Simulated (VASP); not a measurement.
# RbBr (P4mm) in VASP: further runs

Runs on RbBr. Level: PBEsol. Tasks: single point.

Everything below comes from runs of VASP 6.6.1. Logs are shortened: lines on timing, memory, paths and dates and some standing lists are left out, and cuts for length are marked.

**1. The cell of the first run**

The structure is tetragonal, space group P4mm (No. 99). The conventional cell has a = 4.126 Å, b = 4.126 Å, c = 4.126 Å, α = 90.00°, β = 90.00°, γ = 90.00°. Within 4.5 Å of Rb (site symmetry 4mm) lie 8 Br at 3.41 to 3.75 Å and 6 Rb at 4.13 Å. Br (site symmetry 4mm) has 8 Rb at 3.41 to 3.75 Å and 6 Br at 4.13 Å within 4.5 Å.

**2. Single point, PBEsol (all Br atoms moved -0.300 Å, as atom 2 along Cartesian [0 0 1])**

File INCAR:

```
SYSTEM = RbBr
PREC     = Accurate       ! precision mode
ENCUT    = 520            ! plane-wave cutoff, eV
EDIFF    = 1E-6           ! SCF threshold, eV
ISMEAR   = 0              ! smearing method
SIGMA    = 0.05           ! smearing width, eV
LREAL    = .FALSE.        ! projectors in reciprocal space
LASPH    = .TRUE.         ! aspherical terms in the spheres
NELM     = 100            ! most SCF steps
ALGO     = Normal         ! electronic algorithm
ISIF     = 2              ! what is computed and relaxed
LWAVE    = .FALSE.        ! write WAVECAR
LCHARG   = .FALSE.        ! write CHGCAR
GGA      = PS             ! functional
NBANDS   = 15             ! bands
```

File KPOINTS:

```
Automatic mesh
0
G
  6 6 6
  0 0 0
```

File POSCAR:

```
RbBr
1.0
    4.1260773000      0.0000000000      0.0000000000
    0.0000000000      4.1260773000      0.0000000000
    0.0000000000      0.0000000000      4.1260773000
Rb Br
1 1
Direct
    0.0000000000      0.0000000000      0.0000000000
    0.5000000000      0.5000000000      0.4272917160
```

Potentials or basis: VASP PAW PBE potentials, release 64 (Rb_sv, Br).

On the command line:

```sh
> cat potpaw_PBE.64/Rb_sv/POTCAR potpaw_PBE.64/Br/POTCAR > POTCAR
> mpirun -np 1 vasp_std > vasp.out
```

OUTCAR:

```text
SYSTEM = RbBr
   PREC = Accurate
   ENCUT = 520
   EDIFF = 1E-6
   ISMEAR = 0
   LREAL = .FALSE.
   LASPH = .TRUE.
   NELM = 100
   ISIF = 2
   GGA = PS

 ion  position               nearest neighbor table
   1  0.000  0.000  0.000-   2 3.41   2 3.41   2 3.41   2 3.41   2 3.75   2 3.75   2 3.75   2 3.75

   2  0.500  0.500  0.427-   1 3.41   1 3.41   1 3.41   1 3.41   1 3.75   1 3.75   1 3.75   1 3.75

  LATTYP: Found a simple cubic cell.
 ALAT       =     4.1260773000

  Lattice vectors:

 A1 = (   4.1260773000,   0.0000000000,   0.0000000000)
 A2 = (   0.0000000000,   4.1260773000,   0.0000000000)
 A3 = (   0.0000000000,   0.0000000000,   4.1260773000)

Analysis of symmetry for initial positions (statically):
=====================================================================
 Subroutine PRICEL returns:
 Original cell was already a primitive cell.

 Routine SETGRP: Setting up the symmetry group for a
 simple cubic supercell.

 Subroutine GETGRP returns: Found  8 space group operations
 (whereof  8 operations were pure point group operations)
 out of a pool of 48 trial point group operations.

The static configuration has the point symmetry C_4v.

Analysis of symmetry for dynamics (positions and initial velocities):
=====================================================================
 Subroutine PRICEL returns:
 Original cell was already a primitive cell.

 Routine SETGRP: Setting up the symmetry group for a
 simple cubic supercell.

 Subroutine GETGRP returns: Found  8 space group operations
 (whereof  8 operations were pure point group operations)
 out of a pool of 48 trial point group operations.

The dynamic configuration has the point symmetry C_4v.

 Subroutine INISYM returns: Found  8 space group operations
 (whereof  8 operations are pure point group operations),
 and found     1 'primitive' translations

----------------------------------------------------------------------------------------

                                     Primitive cell

  volume of cell :      70.2445

  direct lattice vectors                    reciprocal lattice vectors
     4.126077300  0.000000000  0.000000000     0.242360947  0.000000000  0.000000000
     0.000000000  4.126077300  0.000000000     0.000000000  0.242360947  0.000000000
     0.000000000  0.000000000  4.126077300     0.000000000  0.000000000  0.242360947

  length of vectors
[... 92 lines left out ...]
   PSTRESS=    0.0 pullay stress
   NELECT =      16.0000    total number of electrons
   NUPDOWN=      -1.0000    fix difference up-down
   EMIN   =  10.00;   EMAX   =-10.00  energy-range for DOS
   EFERMI =   0.00;   METHOD = LEGACY
   ISMEAR =     0;   SIGMA  =   0.05  broadening in eV -4-tet -1-fermi 0-gaus
   EFERMI_NEDOS =   21; number of points for ismear=-14 and -15
   IALGO  =     38    algorithm
   IMIX   =      4    mixing-type and parameters
     AMIX     =   0.40;   BMIX     =  1.00
     AMIX_MAG =   1.60;   BMIX_MAG =  1.00
  volume/ion in A,a.u.               =      35.12       237.02
  Fermi-wavevector in a.u.,A,eV,Ry     =   0.999795  1.889338 13.600238  0.999589
  Thomas-Fermi vector in A             =   2.132108
   LORBIT       =      0    0 simple, 1 ext, 2 COOP (PROOUT), +10 PAW based schemes
   GGA     = PS    functional components
   LHFCALC =     F    Hartree Fock is set to
   AEXX    =    0.0000 exact exchange contribution
   IVDW    =     0    specifies the selected vdW correction
   LEPSILON=     F    determine dielectric tensor
   LRPA    =     F    only Hartree local field effects (RPA)
 non-spin polarized calculation
 Gauss-broadening in eV      SIGMA  =   0.05
  energy-cutoff  :      520.00
  volume of cell :       70.24
 maximum number of plane-waves:      1924
 NGX is ok and might be reduce to    32
   NGX = 15   NGY = 15   NGZ = 15

 number of electron      16.0000001 magnetization

 Free energy of the ion-electron system (eV)
  ---------------------------------------------------
  ext. energy  EPLUGINS =         0.00000000
  ---------------------------------------------------
  free energy    TOTEN  =        -6.26612938 eV

  energy without entropy =       -6.26612938  energy(sigma->0) =       -6.26612938

 E-fermi :  -0.5720     XC(G=0):  -8.1024

 val. band max:       -0.7891644506   @ k =   0.5000   0.5000   0.0000
 cond. band min:       3.1408936649   @ k =   0.0000   0.0000   0.0000
 fundamental gap:      3.9300581155
 Fermi energy:        -0.5719872874

 k-point     1 :       0.0000    0.0000    0.0000
  band No.  band energies     occupation
      1     -25.7702      2.00000
      2     -13.4269      2.00000
      3      -9.7689      2.00000
      4      -9.7689      2.00000
      5      -9.7607      2.00000
      6      -0.9736      2.00000
      7      -0.9434      2.00000
      8      -0.9434      2.00000
      9       3.1409      0.00000
     10       4.6647      0.00000
     11       4.8900      0.00000
     12       9.0689      0.00000
     13       9.2304      0.00000
     14       9.2304      0.00000
[... 401 lines left out ...]
      2     -13.3612      2.00000
      3      -9.9289      2.00000
      4      -9.8085      2.00000
      5      -9.7852      2.00000
      6      -2.0048      2.00000
      7      -1.3310      2.00000
      8      -1.2004      2.00000
      9       5.4970      0.00000
     10       6.0941      0.00000
     11       6.6209      0.00000
     12       7.8475      0.00000
     13       8.1112      0.00000
     14       8.3360      0.00000
     15      10.5835      0.00000

 [... further k-points ...]

------------------------ aborting loop because EDIFF is reached ----------------------------------------

  FORCE on cell =-STRESS in cart. coord.  units (eV):
  Direction    XX          YY          ZZ          XY          YZ          ZX
  --------------------------------------------------------------------------------------
  -------------------------------------------------------------------------------------
  Total       -0.0324192     -0.0324192     -0.0967440      0.0000000      0.0000000      0.0000000
  in kB       -0.7394360     -0.7394360     -2.2065952      0.0000000      0.0000000      0.0000000
  external PRESSURE =      -1.2284891 kB  Pullay stress =       0.0000000 kB

 VOLUME and BASIS-vectors are now :
 -----------------------------------------------------------------------------
  energy-cutoff  :      520.00
  volume of cell :       70.24
      direct lattice vectors                 reciprocal lattice vectors
     4.126077300  0.000000000  0.000000000     0.242360947  0.000000000  0.000000000
     0.000000000  4.126077300  0.000000000     0.000000000  0.242360947  0.000000000
     0.000000000  0.000000000  4.126077300     0.000000000  0.000000000  0.242360947

 POSITION                                       TOTAL-FORCE (eV/Angst)
 -----------------------------------------------------------------------------------
      0.00000      0.00000      0.00000         0.000000      0.000000     -0.206836
      2.06304      2.06304      1.76304         0.000000     -0.000000      0.206836
 -----------------------------------------------------------------------------------
    total drift:                                0.000000     -0.000000     -0.000067

  FREE ENERGIE OF THE ION-ELECTRON SYSTEM (eV)
  ---------------------------------------------------
  free  energy   TOTEN  =        -6.2661293829 eV

  energy  without entropy=       -6.2661293829  energy(sigma->0) =       -6.26612938
```

Run time: 51 s. Hardware: 1 thread of Intel Xeon 8259CL, shared host; peak memory 0.2 GiB.

What came out:

```
Free energy            : -6.2661 eV
Pressure               : -0.1 GPa
Largest force          : 0.207 eV/Å
Band gap on the k mesh : 3.93 eV (least direct gap 4.08 eV)
```

Forces in eV/Å, atoms in the order of the input:
```
Rb   0.000  0.000 -0.207
Br   0.000  0.000  0.207
```

Stress tensor (GPa, compression positive):
```
-0.07  0.00  0.00
 0.00 -0.07  0.00
 0.00  0.00 -0.22
```

Caveat: the cell differs from its parent crystal (all Br atoms moved -0.300 Å, as atom 2 along Cartesian [0 0 1]); the PAW data sets were made with another functional, which shifts forces and pressure a little. A k mesh can miss the band edges.

**3. Single point, PBEsol (all Br atoms moved +0.225 Å, as atom 2 along Cartesian [0 0 1])**

File INCAR:

```
SYSTEM = RbBr
PREC = Accurate
ENCUT = 520
EDIFF = 1E-6
ISMEAR = 0
SIGMA = 0.05
LREAL = .False.
LASPH = .True.
NELM = 80
ALGO = Normal
ISIF = 2
LWAVE = .False.
LCHARG = .False.
GGA = PS
NBANDS = 15
```

File KPOINTS:

```
regular mesh
0
Gamma
  6 6 6
  0 0 0
```

POSCAR: that of step 2 with these lines changed.

```diff
@@ -9,2 +9,2 @@
     0.0000000000      0.0000000000      0.0000000000
-    0.5000000000      0.5000000000      0.4272917160
+    0.5000000000      0.5000000000      0.5545312130
```

Potentials or basis: VASP PAW PBE potentials, release 64 (Rb_sv, Br).

On the command line:

```sh
> cat potpaw_PBE.64/Rb_sv/POTCAR potpaw_PBE.64/Br/POTCAR > POTCAR
> mpirun -np 1 vasp_std > vasp.out
```

OUTCAR:

```text
SYSTEM = RbBr
   PREC = Accurate
   ENCUT = 520
   EDIFF = 1E-6
   ISMEAR = 0
   LREAL = .False.
   LASPH = .True.
   NELM = 80
   ISIF = 2
   GGA = PS

 ion  position               nearest neighbor table
   1  0.000  0.000  0.000-   2 3.45   2 3.45   2 3.45   2 3.45   2 3.71   2 3.71   2 3.71   2 3.71

   2  0.500  0.500  0.555-   1 3.45   1 3.45   1 3.45   1 3.45   1 3.71   1 3.71   1 3.71   1 3.71

  LATTYP: Found a simple cubic cell.
 ALAT       =     4.1260773000

  Lattice vectors:

 A1 = (   4.1260773000,   0.0000000000,   0.0000000000)
 A2 = (   0.0000000000,   4.1260773000,   0.0000000000)
 A3 = (   0.0000000000,   0.0000000000,   4.1260773000)

Analysis of symmetry for initial positions (statically):
=====================================================================
 Subroutine PRICEL returns:
 Original cell was already a primitive cell.

 Routine SETGRP: Setting up the symmetry group for a
 simple cubic supercell.

 Subroutine GETGRP returns: Found  8 space group operations
 (whereof  8 operations were pure point group operations)
 out of a pool of 48 trial point group operations.

The static configuration has the point symmetry C_4v.

Analysis of symmetry for dynamics (positions and initial velocities):
=====================================================================
 Subroutine PRICEL returns:
 Original cell was already a primitive cell.

 Routine SETGRP: Setting up the symmetry group for a
 simple cubic supercell.

 Subroutine GETGRP returns: Found  8 space group operations
 (whereof  8 operations were pure point group operations)
 out of a pool of 48 trial point group operations.

The dynamic configuration has the point symmetry C_4v.

 Subroutine INISYM returns: Found  8 space group operations
 (whereof  8 operations are pure point group operations),
 and found     1 'primitive' translations

[... 120 lines left out ...]
   LHFCALC =     F    Hartree Fock is set to
   AEXX    =    0.0000 exact exchange contribution
   IVDW    =     0    specifies the selected vdW correction
   LEPSILON=     F    determine dielectric tensor
   LRPA    =     F    only Hartree local field effects (RPA)
 non-spin polarized calculation
 Gauss-broadening in eV      SIGMA  =   0.05
  energy-cutoff  :      520.00
  volume of cell :       70.24
 maximum number of plane-waves:      1924
 NGX is ok and might be reduce to    32
   NGX = 15   NGY = 15   NGZ = 15

 number of electron      16.0000001 magnetization

 Free energy of the ion-electron system (eV)
  ---------------------------------------------------
  ext. energy  EPLUGINS =         0.00000000
  ---------------------------------------------------
  free energy    TOTEN  =        -6.27960773 eV

  energy without entropy =       -6.27960773  energy(sigma->0) =       -6.27960773

 E-fermi :  -0.5496     XC(G=0):  -8.1096

 val. band max:       -0.7803665933   @ k =   0.5000   0.5000   0.0000
 cond. band min:       3.1390014434   @ k =   0.0000   0.0000   0.0000
 fundamental gap:      3.9193680367
 Fermi energy:        -0.5495737428

 k-point     1 :       0.0000    0.0000    0.0000
  band No.  band energies     occupation
      1     -25.7815      2.00000
      2     -13.4178      2.00000
      3      -9.7775      2.00000
      4      -9.7775      2.00000
      5      -9.7728      2.00000
      6      -0.9533      2.00000
      7      -0.9358      2.00000
      8      -0.9358      2.00000
      9       3.1390      0.00000
     10       4.6775      0.00000
     11       4.8049      0.00000
     12       9.0974      0.00000
     13       9.1890      0.00000
     14       9.1890      0.00000
[... 401 lines left out ...]
      2     -13.3494      2.00000
      3      -9.9399      2.00000
      4      -9.8160      2.00000
      5      -9.7962      2.00000
      6      -2.0024      2.00000
      7      -1.3191      2.00000
      8      -1.2045      2.00000
      9       5.5318      0.00000
     10       6.0863      0.00000
     11       6.6345      0.00000
     12       7.8521      0.00000
     13       8.0598      0.00000
     14       8.3015      0.00000
     15      10.6309      0.00000

 [... further k-points ...]

------------------------ aborting loop because EDIFF is reached ----------------------------------------

  FORCE on cell =-STRESS in cart. coord.  units (eV):
  Direction    XX          YY          ZZ          XY          YZ          ZX
  --------------------------------------------------------------------------------------
  -------------------------------------------------------------------------------------
  Total       -0.1258263     -0.1258263     -0.1596196      0.0000000      0.0000000      0.0000000
  in kB       -2.8699198     -2.8699198     -3.6406993      0.0000000      0.0000000      0.0000000
  external PRESSURE =      -3.1268463 kB  Pullay stress =       0.0000000 kB

 VOLUME and BASIS-vectors are now :
 -----------------------------------------------------------------------------
  energy-cutoff  :      520.00
  volume of cell :       70.24
      direct lattice vectors                 reciprocal lattice vectors
     4.126077300  0.000000000  0.000000000     0.242360947  0.000000000  0.000000000
     0.000000000  4.126077300  0.000000000     0.000000000  0.242360947  0.000000000
     0.000000000  0.000000000  4.126077300     0.000000000  0.000000000  0.242360947

 POSITION                                       TOTAL-FORCE (eV/Angst)
 -----------------------------------------------------------------------------------
      0.00000      0.00000      0.00000        -0.000000      0.000000      0.152961
      2.06304      2.06304      2.28804         0.000000     -0.000000     -0.152961
 -----------------------------------------------------------------------------------
    total drift:                                0.000000      0.000000      0.000010

  FREE ENERGIE OF THE ION-ELECTRON SYSTEM (eV)
  ---------------------------------------------------
  free  energy   TOTEN  =        -6.2796077286 eV

  energy  without entropy=       -6.2796077286  energy(sigma->0) =       -6.27960773
```

stdout:

```text
POSCAR found type information on POSCAR RbBr
 POSCAR found :  2 types and       2 ions
 scaLAPACK will be used
 -----------------------------------------------------------------------------
|                                                                             |
|                                                                             |
|     You enforced a specific xc type in the INCAR file but a different       |
|     I HOPE YOU KNOW WHAT YOU ARE DOING!                                     |
|                                                                             |
 -----------------------------------------------------------------------------

 LDA part: xc-table for (Slater+PW92), standard interpolation
 POSCAR, INCAR and KPOINTS ok, starting setup
 FFT: planning ... GRIDC
 FFT: planning ... GRID_SOFT
 FFT: planning ... GRID
 WAVECAR not read
 entering main loop
```

Run time: 46 s. Hardware: 1 thread of Intel Xeon 8259CL, shared host; peak memory 0.2 GiB.

What came out:

```
Free energy            : -6.2796 eV
Pressure               : -0.3 GPa
Largest force          : 0.153 eV/Å
Band gap on the k mesh : 3.92 eV (least direct gap 4.07 eV)
```

Forces on the atoms (eV/Å):
```
Rb   0.000  0.000  0.153
Br   0.000  0.000 -0.153
```

Stress tensor (GPa, compression positive):
```
-0.29  0.00  0.00
 0.00 -0.29  0.00
 0.00  0.00 -0.36
```

Levels at points of the mesh, in eV from the valence-band top:
```csv
k point,band 5,band 6,band 7,band 8,band 9,band 10,band 11,band 12
"(0.00, 0.00, 0.00)",-8.99,-0.17,-0.16,-0.16,3.92,5.46,5.59,9.88
"(0.50, 0.00, 0.00)",-8.95,-1.75,-0.25,-0.21,6.75,6.90,7.51,8.35
"(0.00, 0.00, 0.50)",-8.95,-1.75,-0.23,-0.23,6.73,6.96,7.59,8.68
"(0.50, 0.50, 0.00)",-8.92,-1.06,-1.06,0.00,5.22,6.18,7.93,7.93
"(0.00, 0.50, 0.50)",-8.91,-1.07,-1.06,-0.02,5.21,6.11,7.92,7.95
"(0.50, 0.50, 0.50)",-9.23,-1.35,-1.34,-1.34,7.92,7.92,8.14,9.37
```

Caveat: the cell differs from its parent crystal (all Br atoms moved +0.225 Å, as atom 2 along Cartesian [0 0 1]); the PAW data sets were made with another functional, which shifts forces and pressure a little. A k mesh can miss the band edges.

(Continued in part 2 of 2.)
